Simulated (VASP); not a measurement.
# SrTiO3 (Pm-3m) in VASP: a series of runs

Runs on SrTiO3. Level: PBE. Tasks: single point.

All numbers are computed with VASP 6.6.1; they aren't measurements. Logs are shortened: lines on timing, memory, paths and dates and some standing lists are left out, and cuts for length are marked.

## Step 1: The cell of the first run

The structure is cubic, space group Pm-3m (No. 221). Conventional cell: a = 3.936 Å, b = 3.936 Å, c = 3.936 Å, α = 90.00°, β = 90.00°, γ = 90.00°. Sr (site symmetry m-3m) has 12 O at 2.78 Å and 8 Ti at 3.41 Å within 3.7 Å. Within 2.6 Å of Ti (site symmetry m-3m) lie 6 O at 1.97 Å. O (site symmetry 4/mmm) has 2 Ti at 1.97 Å within 2.6 Å.

## Step 2: Single point, PBE, collinear spin, ferromagnetic start

The input, INCAR:

```
SYSTEM = SrTiO3
PREC = Accurate
ENCUT = 520
EDIFF = 1E-7
ISMEAR = 0
SIGMA = 0.1
LREAL = .False.
LASPH = .True.
NELM = 150
ALGO = Normal
ISIF = 2
LWAVE = .False.
LCHARG = .False.
ISPIN = 2
MAGMOM = 0 1 0 0 0
LORBIT = 11
LMAXMIX = 4
GGA = PE
NBANDS = 32
```

The input, KPOINTS:

```
Automatic mesh
0
Gamma
  4 4 4
  0 0 0
```

The input, POSCAR:

```
SrTiO3
1.0
    3.9364873115      0.0000000000      0.0000000000
    0.0000000000      3.9364873115      0.0000000000
    0.0000000000      0.0000000000      3.9364873115
Sr Ti O
1 1 3
Direct
    0.0000000000      0.0000000000      0.0000000000
    0.5000000000      0.5000000000      0.5000000000
    0.0000000000      0.5000000000      0.5000000000
    0.5000000000      0.0000000000      0.5000000000
    0.5000000000      0.5000000000      0.0000000000
```

Potentials or basis: VASP PAW PBE potentials, release 64 (Sr_sv, Ti_sv, O).

Command:

```
cat potpaw_PBE.64/Sr_sv/POTCAR potpaw_PBE.64/Ti_sv/POTCAR potpaw_PBE.64/O/POTCAR > POTCAR
mpirun -np 1 vasp_std > vasp.out
```

OUTCAR:

```text
SYSTEM = SrTiO3
   PREC = Accurate
   ENCUT = 520
   EDIFF = 1E-7
   ISMEAR = 0
   LREAL = .False.
   LASPH = .True.
   NELM = 150
   ISIF = 2
   ISPIN = 2
   LORBIT = 11
   GGA = PE

 ion  position               nearest neighbor table
   1  0.000  0.000  0.000-   3 2.78   4 2.78   5 2.78   3 2.78   4 2.78   3 2.78   5 2.78   3 2.78
                             4 2.78   5 2.78   4 2.78   5 2.78   2 3.41   2 3.41   2 3.41   2 3.41
   2  0.500  0.500  0.500-   3 1.97   4 1.97   5 1.97   5 1.97   4 1.97   3 1.97   1 3.41   1 3.41
                             1 3.41   1 3.41   1 3.41   1 3.41   1 3.41   1 3.41
   3  0.000  0.500  0.500-   2 1.97   2 1.97   1 2.78   1 2.78   1 2.78   1 2.78
   4  0.500  0.000  0.500-   2 1.97   2 1.97   1 2.78   1 2.78   1 2.78   1 2.78
   5  0.500  0.500  0.000-   2 1.97   2 1.97   1 2.78   1 2.78   1 2.78   1 2.78

  LATTYP: Found a simple cubic cell.
 ALAT       =     3.9364873115

  Lattice vectors:

 A1 = (   3.9364873115,   0.0000000000,   0.0000000000)
 A2 = (   0.0000000000,   3.9364873115,   0.0000000000)
 A3 = (   0.0000000000,   0.0000000000,   3.9364873115)

Analysis of symmetry for initial positions (statically):
=====================================================================
 Subroutine PRICEL returns:
 Original cell was already a primitive cell.

 Routine SETGRP: Setting up the symmetry group for a
 simple cubic supercell.

 Subroutine GETGRP returns: Found 48 space group operations
 (whereof 48 operations were pure point group operations)
 out of a pool of 48 trial point group operations.

The static configuration has the point symmetry O_h .

Analysis of symmetry for dynamics (positions and initial velocities):
=====================================================================
 Subroutine PRICEL returns:
 Original cell was already a primitive cell.

 Routine SETGRP: Setting up the symmetry group for a
 simple cubic supercell.

 Subroutine GETGRP returns: Found 48 space group operations
 (whereof 48 operations were pure point group operations)
 out of a pool of 48 trial point group operations.

The dynamic configuration has the point symmetry O_h .

Analysis of structural, dynamic, and magnetic symmetry:
=====================================================================
 Subroutine PRICEL returns:
 Original cell was already a primitive cell.

 Routine SETGRP: Setting up the symmetry group for a
 simple cubic supercell.

 Subroutine GETGRP returns: Found 48 space group operations
 (whereof 48 operations were pure point group operations)
 out of a pool of 48 trial point group operations.

The overall configuration has the point symmetry O_h .

 Subroutine INISYM returns: Found 48 space group operations
 (whereof 48 operations are pure point group operations),
 and found     1 'primitive' translations

----------------------------------------------------------------------------------------

                                     Primitive cell

  volume of cell :      60.9995

  direct lattice vectors                    reciprocal lattice vectors
     3.936487312  0.000000000  0.000000000     0.254033589  0.000000000  0.000000000
     0.000000000  3.936487312  0.000000000     0.000000000  0.254033589  0.000000000
     0.000000000  0.000000000  3.936487312     0.000000000  0.000000000  0.254033589

  length of vectors
     3.936487312  3.936487312  3.936487312     0.254033589  0.254033589  0.254033589

  position of ions in fractional coordinates (direct lattice)
     0.000000000  0.000000000  0.000000000
     0.500000000  0.500000000  0.500000000
     0.000000000  0.500000000  0.500000000
     0.500000000  0.000000000  0.500000000
     0.500000000  0.500000000  0.000000000

  ion indices of the primitive-cell ions
   primitive index   ion index
                 1           1
                 2           2
                 3           3
                 4           4
                 5           5

[... 29 lines left out ...]
  0.250000  0.000000  0.000000      6.000000
  0.500000  0.000000  0.000000      3.000000
  0.250000  0.250000  0.000000     12.000000
  0.500000  0.250000  0.000000     12.000000
  0.500000  0.500000  0.000000      3.000000
  0.250000  0.250000  0.250000      8.000000
  0.500000  0.250000  0.250000     12.000000
  0.500000  0.500000  0.250000      6.000000
  0.500000  0.500000  0.500000      1.000000
   k-points           NKPTS =     10   k-points in BZ     NKDIM =     10   number of bands    NBANDS=     32
   number of dos      NEDOS =    301   number of ions     NIONS =      5
   total plane-waves  NPLWV =  27000
   dimension x,y,z NGX =    30 NGY =   30 NGZ =   30
   dimension x,y,z NGXF=    60 NGYF=   60 NGZF=   60
   ions per type =               1   1   3
   NGX,Y,Z   is equivalent  to a cutoff of  12.67, 12.67, 12.67 a.u.
   NGXF,Y,Z  is equivalent  to a cutoff of  25.34, 25.34, 25.34 a.u.
 SYSTEM =  SrTiO3
   PREC   = accura    normal or accurate (medium, high low for compatibility)
   ISTART =      0    job   : 0-new  1-cont  2-samecut
   ICHARG =      2    charge: 1-file 2-atom 10-const
   ISPIN  =      2    spin polarized calculation?
   LNONCOLLINEAR =      F non collinear calculations
   LSORBIT =      F    spin-orbit coupling
   LASPH  =      T    aspherical Exc in radial PAW
   ENCUT  =  520.0 eV  38.22 Ry    6.18 a.u.   7.32  7.32  7.32*2*pi/ulx,y,z
   NELM   =    150;   NELMIN=  2; NELMDL= -5     # of ELM steps
   EDIFF  = 0.1E-06   stopping-criterion for ELM
   LREAL  =      F    real-space projection
   EDIFFG = 0.1E-05   stopping-criterion for IOM
   NSW    =      0    number of steps for IOM
   IBRION =     -1    ionic relax: 0-MD 1-quasi-New 2-CG
   NFREE  =      0    steps in history (QN), initial steepest desc. (CG)
   ISIF   =      2    stress and relaxation
   ISYM   =      2    0-nonsym 1-usesym 2-fastsym
   POTIM  = 0.5000    time-step for ionic-motion
   TEBEG  =    0.0;   TEEND  =   0.0 temperature during run
   PSTRESS=    0.0 pullay stress
   NELECT =      40.0000    total number of electrons
   NUPDOWN=      -1.0000    fix difference up-down
   EMIN   =  10.00;   EMAX   =-10.00  energy-range for DOS
   EFERMI =   0.00;   METHOD = LEGACY
   ISMEAR =     0;   SIGMA  =   0.10  broadening in eV -4-tet -1-fermi 0-gaus
   EFERMI_NEDOS =   21; number of points for ismear=-14 and -15
   IALGO  =     38    algorithm
   IMIX   =      4    mixing-type and parameters
     AMIX     =   0.40;   BMIX     =  1.00
     AMIX_MAG =   1.60;   BMIX_MAG =  1.00
  volume/ion in A,a.u.               =      12.20        82.33
  Fermi-wavevector in a.u.,A,eV,Ry     =   1.422283  2.687725 27.523069  2.022888
  Thomas-Fermi vector in A             =   2.543003
   LORBIT       =     11    0 simple, 1 ext, 2 COOP (PROOUT), +10 PAW based schemes
   GGA     = PE    functional components
   LHFCALC =     F    Hartree Fock is set to
   AEXX    =    0.0000 exact exchange contribution
   IVDW    =     0    specifies the selected vdW correction
   LEPSILON=     F    determine dielectric tensor
   LRPA    =     F    only Hartree local field effects (RPA)
 spin polarized calculation
 Gauss-broadening in eV      SIGMA  =   0.10
  energy-cutoff  :      520.00
  volume of cell :       61.00
 maximum number of plane-waves:      1671
 NGX is ok and might be reduce to    30
   NGX = 15   NGY = 15   NGZ = 15

 number of electron      39.9999990 magnetization       0.0000308

 number of electron      39.9999990 magnetization      -0.0000048

 Free energy of the ion-electron system (eV)
  ---------------------------------------------------
  ext. energy  EPLUGINS =         0.00000000
  ---------------------------------------------------
  free energy    TOTEN  =       -40.08574131 eV

  energy without entropy =      -40.08574131  energy(sigma->0) =      -40.08574131

 E-fermi :   4.5172     XC(G=0): -11.1442

 val. band max:        3.9748436431   @ k =   0.5000   0.5000   0.5000
 cond. band min:       5.7663867288   @ k =   0.0000   0.0000   0.0000
 fundamental gap:      1.7915430857
 Fermi energy:         4.5172424531

 spin component 1

 k-point     1 :       0.0000    0.0000    0.0000
  band No.  band energies     occupation
      1     -52.6149      1.00000
      2     -28.8934      1.00000
      3     -28.8446      1.00000
      4     -28.8446      1.00000
      5     -28.8446      1.00000
      6     -13.3669      1.00000
[... 339 lines left out ...]
     31      13.9787      0.00000
     32      18.0758      0.00000
 Fermi energy:         4.5172424531

 spin component 2

 k-point     1 :       0.0000    0.0000    0.0000
  band No.  band energies     occupation
      1     -52.6149      1.00000
      2     -28.8934      1.00000
      3     -28.8446      1.00000
      4     -28.8446      1.00000
      5     -28.8446      1.00000
      6     -13.3669      1.00000
[... 339 lines left out ...]
     31      13.9787      0.00000
     32      18.0758      0.00000

------------------------ aborting loop because EDIFF is reached ----------------------------------------

  FORCE on cell =-STRESS in cart. coord.  units (eV):
  Direction    XX          YY          ZZ          XY          YZ          ZX
  --------------------------------------------------------------------------------------
  -------------------------------------------------------------------------------------
  Total        0.2486079      0.2486079      0.2486079      0.0000000     -0.0000000      0.0000000
  in kB        6.5297853      6.5297853      6.5297853      0.0000000     -0.0000000      0.0000000
  external PRESSURE =       6.5297853 kB  Pullay stress =       0.0000000 kB

 VOLUME and BASIS-vectors are now :
 -----------------------------------------------------------------------------
  energy-cutoff  :      520.00
  volume of cell :       61.00
      direct lattice vectors                 reciprocal lattice vectors
     3.936487312  0.000000000  0.000000000     0.254033589  0.000000000  0.000000000
     0.000000000  3.936487312  0.000000000     0.000000000  0.254033589  0.000000000
     0.000000000  0.000000000  3.936487312     0.000000000  0.000000000  0.254033589

 POSITION                                       TOTAL-FORCE (eV/Angst)
 -----------------------------------------------------------------------------------
      0.00000      0.00000      0.00000         0.000000      0.000000      0.000000
      1.96824      1.96824      1.96824         0.000000      0.000000      0.000000
      0.00000      1.96824      1.96824         0.000000      0.000000      0.000000
      1.96824      0.00000      1.96824         0.000000      0.000000      0.000000
      1.96824      1.96824      0.00000         0.000000      0.000000      0.000000
 -----------------------------------------------------------------------------------
    total drift:                                0.000000      0.000000     -0.000000

  FREE ENERGIE OF THE ION-ELECTRON SYSTEM (eV)
  ---------------------------------------------------
  free  energy   TOTEN  =       -40.0857413085 eV

  energy  without entropy=      -40.0857413085  energy(sigma->0) =      -40.08574131

 total charge

# of ion       s       p       d       tot
------------------------------------------
    1        1.997   5.792   0.192   7.982
    2        2.223   6.305   1.728  10.256
    3        1.563   3.482   0.000   5.045
    4        1.563   3.482   0.000   5.045
    5        1.563   3.482   0.000   5.045
--------------------------------------------------
tot          8.910  22.543   1.921  33.373

 magnetization (x)

# of ion       s       p       d       tot
------------------------------------------
    1        0.000   0.000  -0.000   0.000
    2        0.000  -0.000  -0.000  -0.000
    3       -0.000   0.000   0.000   0.000
    4       -0.000   0.000   0.000   0.000
    5       -0.000   0.000   0.000   0.000
--------------------------------------------------
tot          0.000   0.000  -0.000   0.000
```

Run time: 57 s. Hardware: 1 thread of Intel Xeon Platinum 8488C (Sapphire Rapids), shared host; peak memory 0.2 GiB.

What came out:

```yaml
Free_energy: -40.0857 eV
Pressure: 0.7 GPa
Band_gap_on_the_k_mesh: 1.79 eV, indirect (least direct gap 2.16 eV)
Net_moment: 0.00 μB per cell
Valence_electrons_inside_the_program's_atomic_spheres: Sr 7.98; Ti 10.26; O 5.04
```

A k mesh can miss the band edges.

## Step 3: Single point, PBE (volume scaled by 1.10)

The input, INCAR:

```
ALGO = Normal
EDIFF = 1E-6
ENCUT = 520
GGA = PE
ISIF = 2
ISMEAR = 0
LASPH = True
LCHARG = True
LELF = True
LREAL = False
LVHAR = True
LWAVE = False
NBANDS = 28
NELM = 100
PREC = Accurate
SIGMA = 0.02
```

The input, KPOINTS:

```
k-points
0
Gamma
  8 8 8
```

POSCAR: that of step 2 with these lines changed.

```diff
@@ -2,5 +2,5 @@
 1.0
-    3.9364873115      0.0000000000      0.0000000000
-    0.0000000000      3.9364873115      0.0000000000
-    0.0000000000      0.0000000000      3.9364873115
+    4.0635575764      0.0000000000      0.0000000000
+    0.0000000000      4.0635575764      0.0000000000
+    0.0000000000      0.0000000000      4.0635575764
 Sr Ti O
```

Potentials or basis: VASP PAW PBE potentials, release 64 (Sr_sv, Ti_sv, O).

Command:

```
cat potpaw_PBE.64/Sr_sv/POTCAR potpaw_PBE.64/Ti_sv/POTCAR potpaw_PBE.64/O/POTCAR > POTCAR
mpirun -np 1 vasp_std > vasp.out
```

Wall time 69 s (1 thread of Intel Xeon Platinum 8488C (Sapphire Rapids), shared host); peak memory 0.21 GiB.

It converged, with:

```
Free energy            : -39.8573 eV
Pressure               : -12.7 GPa
Band gap on the k mesh : 1.63 eV, indirect (least direct gap 2.03 eV)
```

Levels at points of the mesh, in eV from the valence-band top:
```tsv
k point	band 18	band 19	band 20	band 21	band 22	band 23
(0.00, 0.00, 0.00)	-0.40	-0.40	-0.40	1.63	1.63	1.63
(0.50, 0.00, 0.00)	-1.65	-0.72	-0.72	1.75	3.19	3.19
(0.50, 0.50, 0.00)	-1.44	-1.44	-0.08	3.19	3.19	3.59
(0.50, 0.50, 0.50)	0.00	0.00	0.00	3.74	3.74	3.74
```

 A k mesh can miss the band edges.
